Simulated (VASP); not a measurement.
Write the native input for VASP 6.6.1 that does the following.

```yaml
Task: single point
Functional: PBE
Dispersion: D3(BJ)
Potentials_or_basis: VASP PAW PBE potentials, release 64 (C, H, N)
Cutoff: 520 eV
k_mesh: 1 × 1 × 1
Occupations: fermi-dirac, width 0.05 eV
Spin: no spin polarisation
Dipole_correction: no
Further_INCAR_settings: LREAL = Auto; ALGO = Normal; EDIFF = 1e-07; NBANDS = 66
```

The structure of H7C4N lies in POSCAR:

```
H7C4N
1.0
    7.9738730000      0.0000000000      0.0000000000
    0.0000000000      7.9738730000      0.0000000000
    0.0000000000      0.0000000000      7.9738730000
C H N
12 21 3
Direct
    0.1994890062      0.6230096717      0.7949085720
    0.2636234613      0.7722219805      0.7596183185
    0.8116382089      0.7067958068      0.0355661546
    0.8970421275      0.8287942384      0.1175965557
    0.6016398806      0.1637849010      1.0953773656
    0.7237511809      0.2746720446      1.0466306649
    0.3417160017      0.1377624148      0.4356603121
    0.2640373129      0.1874246053      0.5908922803
    0.4593125574      0.6471133914      0.2527128285
    0.3049082924      0.5503849886      0.2420404739
    0.9010552338      0.9660173921      0.6032952870
    0.7366307439      0.9086425129      0.5738114966
    0.1110125531      0.6237872111      0.9001272029
    0.2179242132      0.5009986991      0.7278144510
    0.2405606410      0.8832345336      0.8350521760
    0.3538681893      0.7950716045      0.6588768093
    0.8369834834      0.5790536167      0.0568230771
    0.7110471912      0.7363423019     -0.0477308831
    0.9902214394      0.7905192370      0.2161559383
    0.8465396928      0.9514071769      0.0864322770
    0.6207773813      0.0839491675      1.2061892634
    0.4769326023      0.1683247275      1.0454643559
    0.8405451153      0.2881284916      1.1110786440
    0.7060308084      0.3589598179      0.9400826926
    0.2607766640      0.1665313706      0.3288113568
    0.4574188729      0.2133216819      0.4428337396
    0.3692057799      0.0040005653      0.4436990657
    0.5570567778      0.5452055733      0.2464548909
    0.4842314394      0.7156497225      0.1426408472
    0.4803061197      0.7099059641      0.3754637176
    1.0005802701      0.8782933964      0.5625747990
    0.9107995575      1.0885174620      0.5247387311
    0.9149255324      0.9927923357      0.7314011648
    0.2095970177      0.2362089288      0.7158503779
    0.1889796840      0.4584597723      0.2326472970
    0.6027058620      0.8595321245      0.5444029520
```

These files were run (other wordings do the same):

INCAR

```
  PREC = Accurate
  ENCUT = 520
  EDIFF = 1E-7
  ISMEAR = -1
  SIGMA = 0.05
  LREAL = Auto
  LASPH = True
  NELM = 100
  ALGO = Normal
  ISIF = 2
  LWAVE = False
  LCHARG = False
  GGA = PE
  IVDW = 12
  NBANDS = 66
```

KPOINTS

```
Automatic mesh
0
Gamma
  1 1 1
```

Potentials or basis: VASP PAW PBE potentials, release 64 (C, H, N).

Run with:

```console
$ cat potpaw_PBE.64/C/POTCAR potpaw_PBE.64/H/POTCAR potpaw_PBE.64/N/POTCAR > POTCAR
$ mpirun -np 1 vasp_gam > vasp.out
```

Results of the run:

- Pressure: 0.4 GPa
- Largest force: 2.979 eV/Å
- Band gap on the k mesh: 4.73 eV
- Dispersion energy per atom: -0.041 eV

Caveat: the k points lie up to 0.79 Å⁻¹ apart.

Wall time 49 s on 1 thread of Intel(R) Xeon(R) Platinum 8488C (Sapphire Rapids), with other jobs on the host, peak memory 0.47 GiB.
